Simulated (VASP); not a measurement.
# Zr (P6_3/mmc) in VASP: a series of runs

Zr is run at these levels: LDA; tasks: single point, relaxation of cell and atoms.

Program: VASP 6.6.1. These are calculated values, not measurements. Logs are shortened: lines on timing, memory, paths and dates and some standing lists are left out, and cuts for length are marked.

## (1) The cell of the first run

It takes space group P6_3/mmc (No. 194, hexagonal). The conventional cell has a = 3.149 Å, b = 3.149 Å, c = 5.070 Å, α = 90.00°, β = 90.00°, γ = 120.00°. Zr (site symmetry -6m2) has 12 Zr at 3.12 to 3.15 Å within 4.1 Å.

## (2) Single point, LDA, collinear spin

INCAR reads:

```
SYSTEM = Zr
  PREC = Accurate
  ENCUT = 520
  EDIFF = 1E-7
  ISMEAR = -1
  SIGMA = 0.05
  LREAL = .False.
  LASPH = .True.
  NELM = 150
  ALGO = Normal
  ISIF = 2
  LWAVE = .False.
  LCHARG = .False.
  ISPIN = 2
  MAGMOM = 1 1
  LORBIT = 11
  LMAXMIX = 4
  NBANDS = 23
```

KPOINTS reads:

```
Automatic mesh
0
Gamma
  11 11 6
  0 0 0
```

POSCAR reads:

```
Zr
1.0
    3.1494253310      0.0000000000      0.0000000000
   -1.5747126655      2.7274823439      0.0000000000
    0.0000000000      0.0000000000      5.0704063551
Zr
2
Direct
    0.3333333333      0.6666666667      0.2500000000
    0.6666666667      0.3333333333      0.7500000000
```

Potentials or basis: VASP PAW LDA potentials, release 64 (Zr_sv).

Launch:

```
$ cat potpaw_LDA.64/Zr_sv/POTCAR > POTCAR
$ mpirun -np 1 vasp_std > vasp.out
```

OUTCAR:

```text
SYSTEM = Zr
   PREC = Accurate
   ENCUT = 520
   EDIFF = 1E-7
   ISMEAR = -1
   LREAL = .False.
   LASPH = .True.
   NELM = 150
   ISIF = 2
   ISPIN = 2
   LORBIT = 11

 ion  position               nearest neighbor table
   1  0.333  0.667  0.250-   2 3.12   2 3.12   2 3.12   2 3.12   2 3.12   2 3.12
   2  0.667  0.333  0.750-   1 3.12   1 3.12   1 3.12   1 3.12   1 3.12   1 3.12

  LATTYP: Found a hexagonal cell.
 ALAT       =     3.1494253310
 C/A-ratio  =     1.6099465211

  Lattice vectors:

 A1 = (   3.1494253310,   0.0000000000,   0.0000000000)
 A2 = (  -1.5747126655,   2.7274823439,   0.0000000000)
 A3 = (   0.0000000000,   0.0000000000,   5.0704063551)

Analysis of symmetry for initial positions (statically):
=====================================================================
 Subroutine PRICEL returns:
 Original cell was already a primitive cell.

 Routine SETGRP: Setting up the symmetry group for a
 hexagonal supercell.

 Subroutine GETGRP returns: Found 24 space group operations
 (whereof 12 operations were pure point group operations)
 out of a pool of 24 trial point group operations.

The static configuration has the point symmetry D_3d.
 The point group associated with its full space group is D_6h.

Analysis of symmetry for dynamics (positions and initial velocities):
=====================================================================
 Subroutine PRICEL returns:
 Original cell was already a primitive cell.

 Routine SETGRP: Setting up the symmetry group for a
 hexagonal supercell.

 Subroutine GETGRP returns: Found 24 space group operations
 (whereof 12 operations were pure point group operations)
 out of a pool of 24 trial point group operations.

The dynamic configuration has the point symmetry D_3d.
 The point group associated with its full space group is D_6h.

Analysis of structural, dynamic, and magnetic symmetry:
=====================================================================
 Subroutine PRICEL returns:
 Original cell was already a primitive cell.

 Routine SETGRP: Setting up the symmetry group for a
 hexagonal supercell.

 Subroutine GETGRP returns: Found 24 space group operations
 (whereof 12 operations were pure point group operations)
 out of a pool of 24 trial point group operations.

The overall configuration has the point symmetry D_3d.
 The point group associated with its full space group is D_6h.

 Subroutine INISYM returns: Found 24 space group operations
 (whereof 12 operations are pure point group operations),
[... 117 lines left out ...]
  volume/ion in A,a.u.               =      21.78       146.96
  Fermi-wavevector in a.u.,A,eV,Ry     =   1.342146  2.536289 24.508951  1.801357
  Thomas-Fermi vector in A             =   2.470324
   LORBIT       =     11    0 simple, 1 ext, 2 COOP (PROOUT), +10 PAW based schemes
   GGA     = CA    functional components
   LHFCALC =     F    Hartree Fock is set to
   AEXX    =    0.0000 exact exchange contribution
   IVDW    =     0    specifies the selected vdW correction
   LEPSILON=     F    determine dielectric tensor
   LRPA    =     F    only Hartree local field effects (RPA)
 spin polarized calculation
  energy-cutoff  :      520.00
  volume of cell :       43.55
 maximum number of plane-waves:      1194
 NGX is ok and might be reduce to    24
   NGX = 11   NGY = 11   NGZ = 19

 number of electron      23.9999999 magnetization       0.0013804

 number of electron      23.9999999 magnetization      -0.0003468

 Free energy of the ion-electron system (eV)
  ---------------------------------------------------
  ext. energy  EPLUGINS =         0.00000000
  ---------------------------------------------------
  free energy    TOTEN  =       -18.59294833 eV

  energy without entropy =      -18.57683819  energy(sigma->0) =      -18.58489326

 E-fermi :   9.5609     XC(G=0): -11.6016

 val. band max:        9.5511388053   @ k =   0.0000   0.0000   0.5000
 cond. band min:       9.5658084828   @ k =   0.2727   0.2727   0.5000
 fundamental gap:      0.0146696775
 Fermi energy:         9.5608649381

 spin component 1

 k-point     1 :       0.0000    0.0000    0.0000
  band No.  band energies     occupation
      1     -38.8823      1.00000
      2     -38.6818      1.00000
      3     -17.6762      1.00000
      4     -16.5867      1.00000
      5     -16.5867      1.00000
      6     -16.4374      1.00000
[... 613 lines left out ...]
     22      22.5000      0.00000
     23      22.7636      0.00000

 [... further k-points ...]

 spin component 2

 k-point     1 :       0.0000    0.0000    0.0000
  band No.  band energies     occupation
      1     -38.8823      1.00000
      2     -38.6818      1.00000
      3     -17.6762      1.00000
      4     -16.5867      1.00000
      5     -16.5867      1.00000
      6     -16.4374      1.00000
[... 613 lines left out ...]
     22      22.4999      0.00000
     23      22.7635      0.00000

 [... further k-points ...]

------------------------ aborting loop because EDIFF is reached ----------------------------------------

  FORCE on cell =-STRESS in cart. coord.  units (eV):
  Direction    XX          YY          ZZ          XY          YZ          ZX
  --------------------------------------------------------------------------------------
  -------------------------------------------------------------------------------------
  Total        0.0143498      0.0143498      0.0491591     -0.0000000      0.0000000      0.0000000
  in kB        0.5278607      0.5278607      1.8083349     -0.0000000      0.0000000      0.0000000
  external PRESSURE =       0.9546854 kB  Pullay stress =       0.0000000 kB

 VOLUME and BASIS-vectors are now :
 -----------------------------------------------------------------------------
  energy-cutoff  :      520.00
  volume of cell :       43.55
      direct lattice vectors                 reciprocal lattice vectors
     3.149425331  0.000000000  0.000000000     0.317518244  0.183319244  0.000000000
    -1.574712666  2.727482344  0.000000000     0.000000000  0.366638487  0.000000000
     0.000000000  0.000000000  5.070406355     0.000000000  0.000000000  0.197222852

 POSITION                                       TOTAL-FORCE (eV/Angst)
 -----------------------------------------------------------------------------------
     -0.00000      1.81832      1.26760         0.000000      0.000000      0.000000
      1.57471      0.90916      3.80280        -0.000000      0.000000      0.000000
 -----------------------------------------------------------------------------------
    total drift:                               -0.000000      0.000000     -0.000000

  FREE ENERGIE OF THE ION-ELECTRON SYSTEM (eV)
  ---------------------------------------------------
  free  energy   TOTEN  =       -18.5929483341 eV

  energy  without entropy=      -18.5768381890  energy(sigma->0) =      -18.58489326

 total charge

# of ion       s       p       d       tot
------------------------------------------
    1        2.249   5.958   1.723   9.930
    2        2.249   5.958   1.723   9.930
--------------------------------------------------
tot          4.498  11.916   3.446  19.860

 magnetization (x)

# of ion       s       p       d       tot
------------------------------------------
    1       -0.000  -0.000  -0.000  -0.000
    2       -0.000  -0.000  -0.000  -0.000
--------------------------------------------------
tot         -0.000  -0.000  -0.000  -0.000
```

OSZICAR:

```text
N       E                     dE             d eps       ncg     rms          rms(c)
DAV:   1     0.215380692058E+03    0.21538E+03   -0.12789E+04  5904   0.104E+03
DAV:   2    -0.326016893220E+01   -0.21864E+03   -0.21198E+03  6950   0.323E+02
DAV:   3    -0.187178510641E+02   -0.15458E+02   -0.15261E+02 11147   0.617E+01
DAV:   4    -0.190322137583E+02   -0.31436E+00   -0.31416E+00  6792   0.895E+00
DAV:   5    -0.190358653178E+02   -0.36516E-02   -0.36513E-02  8299   0.820E-01    0.171E+01
DAV:   6    -0.186639700267E+02    0.37190E+00   -0.77038E-01  7430   0.572E+00    0.696E+00
DAV:   7    -0.185853203302E+02    0.78650E-01   -0.36852E-01  8178   0.343E+00    0.332E+00
DAV:   8    -0.185905717539E+02   -0.52514E-02   -0.27256E-02  7913   0.952E-01    0.102E+00
DAV:   9    -0.185921238934E+02   -0.15521E-02   -0.34345E-03  7814   0.416E-01    0.505E-01
DAV:  10    -0.185929101507E+02   -0.78626E-03   -0.42551E-03  6527   0.548E-01    0.842E-02
DAV:  11    -0.185929500313E+02   -0.39881E-04   -0.18903E-04  7691   0.958E-02    0.215E-02
DAV:  12    -0.185929479134E+02    0.21179E-05   -0.72801E-06  7818   0.183E-02    0.930E-03
DAV:  13    -0.185929483800E+02   -0.46661E-06   -0.97029E-07  8497   0.713E-03    0.333E-03
DAV:  14    -0.185929483341E+02    0.45879E-07   -0.19600E-07  5942   0.352E-03
   1 F= -.18592948E+02 E0= -.18584893E+02  d E =-.161101E-01  mag=    -0.0000
```

stdout:

```text
POSCAR found type information on POSCAR Zr
 POSCAR found :  1 types and       2 ions
 scaLAPACK will be used
 LDA part: xc-table for (Slater(with rela. corr.)+CA(PZ))
 , standard interpolation
 POSCAR, INCAR and KPOINTS ok, starting setup
 FFT: planning ... GRIDC
 FFT: planning ... GRID_SOFT
 FFT: planning ... GRID
 WAVECAR not read
 entering main loop
```

Run time: 3.2 min. Hardware: 1 thread of Oxide Virtual Turin-like, shared host; peak memory 0.17 GiB.

What came out:

```
Free energy                                           : -18.5929 eV
Pressure                                              : 0.1 GPa
Band gap on the k mesh                                : zero (filled and empty bands overlap)
Net moment                                            : 0.00 μB per cell
Valence electrons inside the program's atomic spheres : Zr 9.93
```

Levels at points of the mesh, in eV from the Fermi level:
Spin up:
| k point | band 10 | band 11 | band 12 | band 13 | band 14 | band 15 |
| --- | --- | --- | --- | --- | --- | --- |
| (0.00, 0.00, 0.00) | -3.23 | 0.85 | 0.85 | 0.91 | 1.44 | 1.58 |
| (0.00, 0.00, 0.50) | -3.98 | -0.01 | -0.01 | 0.77 | 0.77 | 0.77 |
Spin down:
```
           k point  band 10  band 11  band 12  band 13  band 14  band 15
(0.00, 0.00, 0.00)    -3.23     0.85     0.85     0.91     1.44     1.58
(0.00, 0.00, 0.50)    -3.98    -0.01    -0.01     0.77     0.77     0.77
```

## (3) Relaxation of cell and atoms, LDA, collinear spin

This run uses another cell than the first one, of 23.28 Å³/atom.

INCAR reads:

```
SYSTEM = Zr
PREC     = Accurate       ! precision mode
ENCUT    = 600            ! plane-wave cutoff, eV
EDIFF    = 1E-6           ! SCF threshold, eV
ISMEAR   = -1             ! smearing method
SIGMA    = 0.05           ! smearing width, eV
LREAL    = .False.        ! projectors in reciprocal space
LASPH    = .True.         ! aspherical terms in the spheres
NELM     = 150            ! most SCF steps
ALGO     = Normal         ! electronic algorithm
ISIF     = 3              ! what is computed and relaxed
LWAVE    = .False.        ! write WAVECAR
LCHARG   = .False.        ! write CHGCAR
ISPIN    = 2              ! spin polarisation
MAGMOM   = 1 1            ! initial moments
LORBIT   = 11             ! projections on sites
LMAXMIX  = 4              ! l up to which the mixer works
IBRION   = 2              ! ionic algorithm
NSW      = 80             ! ionic steps
EDIFFG   = -0.01          ! ionic threshold
```

KPOINTS is that of step 2.

POSCAR reads:

```
Zr
1.0
    3.2319982225      0.0000000000      0.0000000000
   -1.6159991112      2.7989925656      0.0000000000
    0.0000000000      0.0000000000      5.1470000000
Zr
2
Direct
    0.3333333333      0.6666666667      0.2500000000
    0.6666666667      0.3333333333      0.7500000000
```

Potentials or basis: VASP PAW LDA potentials, release 64 (Zr_sv).

Launch:

```
$ cat potpaw_LDA.64/Zr_sv/POTCAR > POTCAR
$ mpirun -np 1 vasp_std > vasp.out
```

Run time: 13 min. Hardware: 1 thread of Oxide Virtual Turin-like, shared host; peak memory 0.19 GiB.

It converged, with:

```
Free energy                                           : -18.5939 eV
Relaxed volume                                        : 21.80 Å³/atom
Relaxed cell                                          : a = 3.150 Å, b = 3.150 Å, c = 5.074 Å, α = 90.00°, β = 90.00°, γ = 120.00°
Space group after relaxing (to 0.1 Å)                 : P6_3/mmc (No. 194)
Energy gained by relaxing                             : 29.4 meV/atom
Ionic steps                                           : 6
Pressure after relaxing                               : 0.0 GPa
Band gap on the k mesh                                : zero (filled and empty bands overlap)
Net moment                                            : 0.00 μB per cell
Valence electrons inside the program's atomic spheres : Zr 9.93
```

Step by step:
| step | energy change (eV) | largest force (eV/Å) | pressure (GPa) | volume (Å³) |
| --- | --- | --- | --- | --- |
| 1 | 0.0000 | 0.0000 | -6.07 | 46.56 |
| 2 | 0.0046 | 0.0000 | 7.50 | 40.87 |
| 3 | -0.0578 | 0.0000 | -0.07 | 43.68 |
| 4 | -0.0578 | 0.0000 | 0.06 | 43.63 |
| 5 | -0.0585 | 0.0000 | 0.03 | 43.61 |
| 6 | -0.0587 | 0.0000 | 0.01 | 43.60 |

Final structure:
```
Zr
1.0
     3.14964    0.00000    0.00000
    -1.57482    2.72767    0.00000
     0.00000    0.00000    5.07441
Zr
2
Direct
  0.33333 0.66667 0.25000
  0.66667 0.33333 0.75000
```

Levels at points of the mesh, in eV from the Fermi level:
Spin up:
```
           k point  band 10  band 11  band 12  band 13  band 14  band 15
(0.00, 0.00, 0.00)    -3.22     0.86     0.86     0.90     1.43     1.58
(0.00, 0.00, 0.50)    -3.98    -0.01    -0.01     0.77     0.77     0.77
```
Spin down:
| k point | band 8 | band 9 | band 10 | band 11 | band 12 | band 13 | band 14 | band 15 | band 16 | band 17 |
| --- | --- | --- | --- | --- | --- | --- | --- | --- | --- | --- |
| (0.00, 0.00, 0.00) | -25.98 | -5.74 | -3.22 | 0.86 | 0.86 | 0.90 | 1.43 | 1.58 | 1.58 | 2.30 |
| (0.00, 0.00, 0.50) | -26.07 | -3.98 | -3.98 | -0.01 | -0.01 | 0.77 | 0.77 | 0.77 | 0.77 | 4.20 |
